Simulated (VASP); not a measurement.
# NbSb (F-43m) in VASP: a series of runs

Runs on NbSb. Level: r2SCAN. Tasks: single point.

Everything below comes from runs of VASP 6.6.1. Logs are shortened: lines on timing, memory, paths and dates and some standing lists are left out, and cuts for length are marked.

## (1) The cell of the first run

The structure is cubic, space group F-43m (No. 216). The conventional cell has a = 6.269 Å, b = 6.269 Å, c = 6.269 Å, α = 90.00°, β = 90.00°, γ = 90.00°. Within 3.6 Å of Nb (site symmetry -43m) lie 4 Sb at 2.71 Å. Within 3.6 Å of Sb (site symmetry -43m) lie 4 Nb at 2.71 Å.

## (2) Single point, r2SCAN (30.80 Å³/atom)

POSCAR

```
NbSb
1.0
    0.0000000000      3.1344527682      3.1344527682
    3.1344527682      0.0000000000      3.1344527682
    3.1344527682      3.1344527682      0.0000000000
Nb Sb
1 1
Direct
    0.0000000000      0.0000000000      0.0000000000
    0.2500000000      0.2500000000      0.2500000000
```

INCAR.step1

```
SYSTEM = NbSb
PREC = Accurate
ENCUT = 520
ISMEAR = 0
SIGMA = 0.05
LREAL = .False.
LASPH = .True.
NELM = 60
NBANDS = 16
GGA = PE
ALGO = Normal
EDIFF = 1E-4
LWAVE = .True.
LCHARG = .False.
```

INCAR.step2

```
SYSTEM = NbSb
PREC = Accurate
ENCUT = 520
EDIFF = 1E-6
ISMEAR = 0
SIGMA = 0.05
LREAL = .False.
LASPH = .True.
NELM = 60
ALGO = Normal
ISIF = 2
LWAVE = .False.
LCHARG = .False.
METAGGA = R2SCAN
LMIXTAU = .True.
NBANDS = 16
ISTART = 1
```

KPOINTS

```
regular mesh
0
Gamma
  10 10 10
  0 0 0
```

Potentials or basis: VASP PAW PBE potentials, release 64 (Nb_sv, Sb).

Started as:

```sh
$ cat potpaw_PBE.64/Nb_sv/POTCAR potpaw_PBE.64/Sb/POTCAR > POTCAR
$ cp INCAR.step1 INCAR
$ mpirun -np 1 vasp_std > vasp.out
$ cp INCAR.step2 INCAR
$ mpirun -np 1 vasp_std > vasp.out
```

OUTCAR:

```text
SYSTEM = NbSb
   PREC = Accurate
   ENCUT = 520
   EDIFF = 1E-6
   ISMEAR = 0
   LREAL = .False.
   LASPH = .True.
   NELM = 60
   ISIF = 2
   METAGGA = R2SCAN
   ISTART = 1

 ion  position               nearest neighbor table
   1  0.000  0.000  0.000-   2 2.71   2 2.71   2 2.71   2 2.71
   2  0.250  0.250  0.250-   1 2.71   1 2.71   1 2.71   1 2.71

  LATTYP: Found a face centered cubic cell.
 ALAT       =     6.2689055364

  Lattice vectors:

 A1 = (   0.0000000000,   3.1344527682,   3.1344527682)
 A2 = (   3.1344527682,   0.0000000000,   3.1344527682)
 A3 = (   3.1344527682,   3.1344527682,   0.0000000000)

Analysis of symmetry for initial positions (statically):
=====================================================================
 Subroutine PRICEL returns:
 Original cell was already a primitive cell.

 Routine SETGRP: Setting up the symmetry group for a
 face centered cubic supercell.

 Subroutine GETGRP returns: Found 24 space group operations
 (whereof 24 operations were pure point group operations)
 out of a pool of 48 trial point group operations.

The static configuration has the point symmetry T_d .

Analysis of symmetry for dynamics (positions and initial velocities):
=====================================================================
 Subroutine PRICEL returns:
 Original cell was already a primitive cell.

 Routine SETGRP: Setting up the symmetry group for a
 face centered cubic supercell.

 Subroutine GETGRP returns: Found 24 space group operations
 (whereof 24 operations were pure point group operations)
 out of a pool of 48 trial point group operations.

The dynamic configuration has the point symmetry T_d .

 Subroutine INISYM returns: Found 24 space group operations
 (whereof 24 operations are pure point group operations),
 and found     1 'primitive' translations

----------------------------------------------------------------------------------------

                                     Primitive cell

  volume of cell :      61.5907

  direct lattice vectors                    reciprocal lattice vectors
     0.000000000  3.134452768  3.134452768    -0.159517478  0.159517478  0.159517478
     3.134452768  0.000000000  3.134452768     0.159517478 -0.159517478  0.159517478
     3.134452768  3.134452768  0.000000000     0.159517478  0.159517478 -0.159517478

  length of vectors
     4.432785615  4.432785615  4.432785615     0.276292376  0.276292376  0.276292376

  position of ions in fractional coordinates (direct lattice)
     0.000000000  0.000000000  0.000000000
     0.250000000  0.250000000  0.250000000

  ion indices of the primitive-cell ions
   primitive index   ion index
                 1           1
                 2           2

----------------------------------------------------------------------------------------

 KPOINTS: regular mesh

Automatic generation of k-mesh.
 Grid dimensions read from file:
 generate k-points for:   10   10   10

 Generating k-lattice:

  Cartesian coordinates                     Fractional coordinates (reciprocal lattice)
    -0.015951748  0.015951748  0.015951748     0.100000000  0.000000000  0.000000000
     0.015951748 -0.015951748  0.015951748     0.000000000  0.100000000  0.000000000
     0.015951748  0.015951748 -0.015951748     0.000000000  0.000000000  0.100000000

  Length of vectors
     0.027629238  0.027629238  0.027629238

  Shift w.r.t. Gamma in fractional coordinates (k-lattice)
     0.000000000  0.000000000  0.000000000

 Subroutine IBZKPT returns following result:
 ===========================================

 Found     47 irreducible k-points:

 Following reciprocal coordinates:
            Coordinates               Weight
  0.000000  0.000000  0.000000      1.000000
  0.100000  0.000000  0.000000      8.000000
  0.200000  0.000000  0.000000      8.000000
  0.300000  0.000000  0.000000      8.000000
  0.400000  0.000000  0.000000      8.000000
  0.500000  0.000000  0.000000      4.000000
[... 16 lines left out ...]
  0.300000  0.300000  0.000000      6.000000
  0.400000  0.300000  0.000000     24.000000
 [... further k-points ...]
   k-points           NKPTS =     47   k-points in BZ     NKDIM =     47   number of bands    NBANDS=     16
   number of dos      NEDOS =    301   number of ions     NIONS =      2
   total plane-waves  NPLWV =  46656
   dimension x,y,z NGX =    36 NGY =   36 NGZ =   36
   dimension x,y,z NGXF=    72 NGYF=   72 NGZF=   72
   ions per type =               1   1
   NGX,Y,Z   is equivalent  to a cutoff of  13.50, 13.50, 13.50 a.u.
   NGXF,Y,Z  is equivalent  to a cutoff of  27.00, 27.00, 27.00 a.u.
 SYSTEM =  NbSb
   PREC   = accura    normal or accurate (medium, high low for compatibility)
   ISTART =      1    job   : 0-new  1-cont  2-samecut
   ICHARG =      0    charge: 1-file 2-atom 10-const
   ISPIN  =      1    spin polarized calculation?
   LNONCOLLINEAR =      F non collinear calculations
   LSORBIT =      F    spin-orbit coupling
   LASPH  =      T    aspherical Exc in radial PAW
   ENCUT  =  520.0 eV  38.22 Ry    6.18 a.u.   8.24  8.24  8.24*2*pi/ulx,y,z
   NELM   =     60;   NELMIN=  2; NELMDL=  0     # of ELM steps
   EDIFF  = 0.1E-05   stopping-criterion for ELM
   LREAL  =      F    real-space projection
   EDIFFG = 0.1E-04   stopping-criterion for IOM
   NSW    =      0    number of steps for IOM
   IBRION =     -1    ionic relax: 0-MD 1-quasi-New 2-CG
   NFREE  =      0    steps in history (QN), initial steepest desc. (CG)
   ISIF   =      2    stress and relaxation
   ISYM   =      2    0-nonsym 1-usesym 2-fastsym
   POTIM  = 0.5000    time-step for ionic-motion
   TEBEG  =    0.0;   TEEND  =   0.0 temperature during run
   PSTRESS=    0.0 pullay stress
   NELECT =      18.0000    total number of electrons
   NUPDOWN=      -1.0000    fix difference up-down
   EMIN   =  10.00;   EMAX   =-10.00  energy-range for DOS
   EFERMI =   0.00;   METHOD = LEGACY
   ISMEAR =     0;   SIGMA  =   0.05  broadening in eV -4-tet -1-fermi 0-gaus
   EFERMI_NEDOS =   21; number of points for ismear=-14 and -15
   IALGO  =     38    algorithm
   IMIX   =      4    mixing-type and parameters
     AMIX     =   0.40;   BMIX     =  1.00
     AMIX_MAG =   1.60;   BMIX_MAG =  1.00
  volume/ion in A,a.u.               =      30.80       207.82
  Fermi-wavevector in a.u.,A,eV,Ry     =   1.086410  2.053018 16.058789  1.180288
  Thomas-Fermi vector in A             =   2.222547
   LORBIT       =      0    0 simple, 1 ext, 2 COOP (PROOUT), +10 PAW based schemes
   METAGGA = R2SCAN    functional components
   LHFCALC =     F    Hartree Fock is set to
   AEXX    =    0.0000 exact exchange contribution
   IVDW    =     0    specifies the selected vdW correction
   LEPSILON=     F    determine dielectric tensor
   LRPA    =     F    only Hartree local field effects (RPA)
 non-spin polarized calculation
 Gauss-broadening in eV      SIGMA  =   0.05
  energy-cutoff  :      520.00
  volume of cell :       61.59
 maximum number of plane-waves:      1676
 NGX is ok and might be reduce to    36
   NGX = 17   NGY = 17   NGZ = 17

 number of electron      18.0000000 magnetization

 Free energy of the ion-electron system (eV)
  ---------------------------------------------------
  ext. energy  EPLUGINS =         0.00000000
  ---------------------------------------------------
  free energy    TOTEN  =       -48.85896518 eV

  energy without entropy =      -48.85449839  energy(sigma->0) =      -48.85673178

 E-fermi :   6.0138     XC(G=0):  -9.9159

 val. band max:        6.0113279281   @ k =  -0.4000   0.4000   0.2000
 cond. band min:       6.0379309090   @ k =   0.3000   0.0000   0.0000
 fundamental gap:      0.0266029809
 Fermi energy:         6.0137804485

 k-point     1 :       0.0000    0.0000    0.0000
  band No.  band energies     occupation
      1     -51.3410      2.00000
      2     -26.7129      2.00000
      3     -26.7129      2.00000
      4     -26.7129      2.00000
      5      -4.6155      2.00000
      6       3.0179      2.00000
[... 8 lines left out ...]
     15      12.9422      0.00000
     16      12.9422      0.00000

 k-point     2 :       0.1000    0.0000    0.0000
  band No.  band energies     occupation
      1     -51.3408      2.00000
      2     -26.7162      2.00000
      3     -26.7135      2.00000
      4     -26.7135      2.00000
      5      -4.5373      2.00000
      6       2.8887      2.00000
[... 8 lines left out ...]
     15      12.9045      0.00000
     16      13.0993      0.00000

 k-point     3 :       0.2000    0.0000    0.0000
  band No.  band energies     occupation
      1     -51.3404      2.00000
      2     -26.7248      2.00000
      3     -26.7148      2.00000
      4     -26.7148      2.00000
      5      -4.3231      2.00000
      6       2.5943      2.00000
[... 8 lines left out ...]
     15      12.8447      0.00000
     16      13.4927      0.00000

 k-point     4 :       0.3000    0.0000    0.0000
  band No.  band energies     occupation
      1     -51.3398      2.00000
      2     -26.7354      2.00000
      3     -26.7165      2.00000
      4     -26.7165      2.00000
      5      -4.0372      2.00000
      6       2.2982      2.00000
[... 8 lines left out ...]
     15      13.3463      0.00000
     16      13.9052      0.00000

 k-point     5 :       0.4000    0.0000    0.0000
  band No.  band energies     occupation
      1     -51.3394      2.00000
      2     -26.7440      2.00000
      3     -26.7179      2.00000
      4     -26.7179      2.00000
      5      -3.7851      2.00000
      6       2.1045      2.00000
[... 8 lines left out ...]
     15      14.1569      0.00000
     16      14.1579      0.00000

 k-point     6 :       0.5000    0.0000    0.0000
  band No.  band energies     occupation
      1     -51.3392      2.00000
      2     -26.7473      2.00000
      3     -26.7184      2.00000
      4     -26.7184      2.00000
      5      -3.6829      2.00000
      6       2.0413      2.00000
[... 8 lines left out ...]
     15      14.2331      0.00000
     16      14.2331      0.00000

 k-point     7 :       0.1000    0.1000    0.0000
  band No.  band energies     occupation
      1     -51.3408      2.00000
      2     -26.7163      2.00000
      3     -26.7141      2.00000
      4     -26.7141      2.00000
      5      -4.5111      2.00000
      6       2.8389      2.00000
[... 8 lines left out ...]
     15      12.3827      0.00000
     16      13.4002      0.00000

 k-point     8 :       0.2000    0.1000    0.0000
  band No.  band energies     occupation
      1     -51.3404      2.00000
      2     -26.7227      2.00000
      3     -26.7156      2.00000
      4     -26.7152      2.00000
      5      -4.3417      2.00000
      6       2.6112      2.00000
[... 8 lines left out ...]
     15      12.4808      0.00000
     16      13.4285      0.00000

 k-point     9 :       0.3000    0.1000    0.0000
  band No.  band energies     occupation
      1     -51.3399      2.00000
      2     -26.7324      2.00000
      3     -26.7174      2.00000
      4     -26.7168      2.00000
      5      -4.0780      2.00000
      6       2.3539      2.00000
[... 8 lines left out ...]
     15      13.0711      0.00000
     16      13.4558      0.00000
[... 172 lines left out ...]
 k-point    19 :       0.5000    0.2000    0.0000
  band No.  band energies     occupation
      1     -51.3390      2.00000
      2     -26.7444      2.00000
      3     -26.7240      2.00000
      4     -26.7209      2.00000
      5      -3.5791      2.00000
      6       2.2000      2.00000
[... 8 lines left out ...]
     15      13.7290      0.00000
     16      14.7625      0.00000

 k-point    20 :      -0.4000    0.2000    0.0000
  band No.  band energies     occupation
      1     -51.3390      2.00000
      2     -26.7447      2.00000
      3     -26.7254      2.00000
      4     -26.7200      2.00000
      5      -3.5570      2.00000
      6       2.3232      2.00000
[... 8 lines left out ...]
     15      13.7129      0.00000
     16      14.5534      0.00000

 k-point    21 :      -0.3000    0.2000    0.0000
  band No.  band energies     occupation
      1     -51.3392      2.00000
      2     -26.7409      2.00000
      3     -26.7248      2.00000
      4     -26.7184      2.00000
      5      -3.6997      2.00000
      6       2.3541      2.00000
[... 8 lines left out ...]
     15      13.1618      0.00000
     16      14.3060      0.00000

 k-point    22 :      -0.2000    0.2000    0.0000
  band No.  band energies     occupation
      1     -51.3396      2.00000
      2     -26.7349      2.00000
      3     -26.7219      2.00000
      4     -26.7165      2.00000
      5      -3.9386      2.00000
      6       2.3655      2.00000
[... 8 lines left out ...]
     15      12.5174      0.00000
     16      13.9606      0.00000

 k-point    23 :       0.3000    0.3000    0.0000
  band No.  band energies     occupation
      1     -51.3394      2.00000
      2     -26.7359      2.00000
      3     -26.7212      2.00000
      4     -26.7212      2.00000
      5      -3.8377      2.00000
      6       2.0476      2.00000
[... 8 lines left out ...]
     15      12.5931      0.00000
     16      15.5505      0.00000

 k-point    24 :       0.4000    0.3000    0.0000
  band No.  band energies     occupation
      1     -51.3391      2.00000
      2     -26.7410      2.00000
      3     -26.7235      2.00000
      4     -26.7227      2.00000
      5      -3.6356      2.00000
      6       1.9498      2.00000
[... 8 lines left out ...]
     15      12.7397      0.00000
     16      15.4386      0.00000

 [... further k-points ...]

------------------------ aborting loop because EDIFF is reached ----------------------------------------

  FORCE on cell =-STRESS in cart. coord.  units (eV):
  Direction    XX          YY          ZZ          XY          YZ          ZX
  --------------------------------------------------------------------------------------
  -------------------------------------------------------------------------------------
  Total       -0.0083263     -0.0083263     -0.0083263     -0.0000000      0.0000000     -0.0000000
  in kB       -0.2165934     -0.2165934     -0.2165934     -0.0000000      0.0000000     -0.0000000
  external PRESSURE =      -0.2165934 kB  Pullay stress =       0.0000000 kB

 VOLUME and BASIS-vectors are now :
 -----------------------------------------------------------------------------
  energy-cutoff  :      520.00
  volume of cell :       61.59
      direct lattice vectors                 reciprocal lattice vectors
     0.000000000  3.134452768  3.134452768    -0.159517478  0.159517478  0.159517478
     3.134452768  0.000000000  3.134452768     0.159517478 -0.159517478  0.159517478
     3.134452768  3.134452768  0.000000000     0.159517478  0.159517478 -0.159517478

 POSITION                                       TOTAL-FORCE (eV/Angst)
 -----------------------------------------------------------------------------------
      0.00000      0.00000      0.00000         0.000000     -0.000000     -0.000000
      1.56723      1.56723      1.56723        -0.000000      0.000000      0.000000
 -----------------------------------------------------------------------------------
    total drift:                               -0.000000     -0.000000     -0.000000

  FREE ENERGIE OF THE ION-ELECTRON SYSTEM (eV)
  ---------------------------------------------------
  free  energy   TOTEN  =       -48.8589651764 eV

  energy  without entropy=      -48.8544983902  energy(sigma->0) =      -48.85673178
```

Run time: 3 min. Hardware: 1 thread of Intel Xeon Platinum 8488C (Sapphire Rapids), shared host; peak memory 0.24 GiB.

What came out:

| Item | Value |
| --- | --- |
| Free energy | -48.8590 eV |
| Pressure | 0.0 GPa |
| Band gap on the k mesh | zero (bands 9 and 10 overlap by 0.35 eV) |

Caveat: the PAW data sets were made with another functional, which shifts forces and pressure a little; spin-orbit coupling is left out, which moves the levels of the heavy elements.

## (3) Single point, r2SCAN (30.99 Å³/atom)

This run uses another cell than the first one, of 30.99 Å³/atom.

POSCAR

```
NbSb
1.0
    0.0000000000      3.1409864344      3.1409864344
    3.1409864344      0.0000000000      3.1409864344
    3.1409864344      3.1409864344      0.0000000000
Nb Sb
1 1
Direct
    0.0000000000      0.0000000000      0.0000000000
    0.2500000000      0.2500000000      0.2500000000
```

INCAR.step1

```
ALGO = Normal
EDIFF = 1E-4
ENCUT = 520
GGA = PE
ISMEAR = 0
LASPH = True
LCHARG = False
LREAL = False
LWAVE = True
NBANDS = 16
NELM = 100
PREC = Accurate
SIGMA = 0.05
```

INCAR.step2

```
ALGO = Normal
EDIFF = 1E-6
ENCUT = 520
ISIF = 2
ISMEAR = 0
ISTART = 1
LASPH = True
LCHARG = False
LMIXTAU = True
LREAL = False
LWAVE = False
METAGGA = R2SCAN
NBANDS = 16
NELM = 100
PREC = Accurate
SIGMA = 0.05
```

KPOINTS

```
k-points
0
Gamma
  10 10 10
```

Potentials or basis: VASP PAW PBE potentials, release 64 (Nb_sv, Sb).

Started as:

```sh
$ cat potpaw_PBE.64/Nb_sv/POTCAR potpaw_PBE.64/Sb/POTCAR > POTCAR
$ cp INCAR.step1 INCAR
$ mpirun -np 1 vasp_std > vasp.out
$ cp INCAR.step2 INCAR
$ mpirun -np 1 vasp_std > vasp.out
```

Wall time 3.9 min (1 thread of Intel Xeon Platinum 8488C (Sapphire Rapids), shared host); peak memory 0.23 GiB.

It converged, with:

```
Free energy            : -48.8584 eV
Pressure               : -0.5 GPa
Band gap on the k mesh : zero (bands 9 and 10 overlap by 0.35 eV)
```

Levels at points of the mesh, in eV from the Fermi level:
```csv
k point,band 7,band 8,band 9,band 10,band 11,band 12
"(0.00, 0.00, 0.00)",-2.98,-2.98,0.06,0.06,3.29,5.28
"(0.50, 0.00, 0.00)",-2.64,-2.64,0.27,0.27,0.38,2.99
"(0.50, 0.50, 0.00)",-1.93,-1.93,-0.77,0.53,0.57,1.06
```

Caveat: the PAW data sets were made with another functional, which shifts forces and pressure a little; spin-orbit coupling is left out, which moves the levels of the heavy elements.

The gap in the log of VASP goes by the Fermi energy; the results here count the filled bands.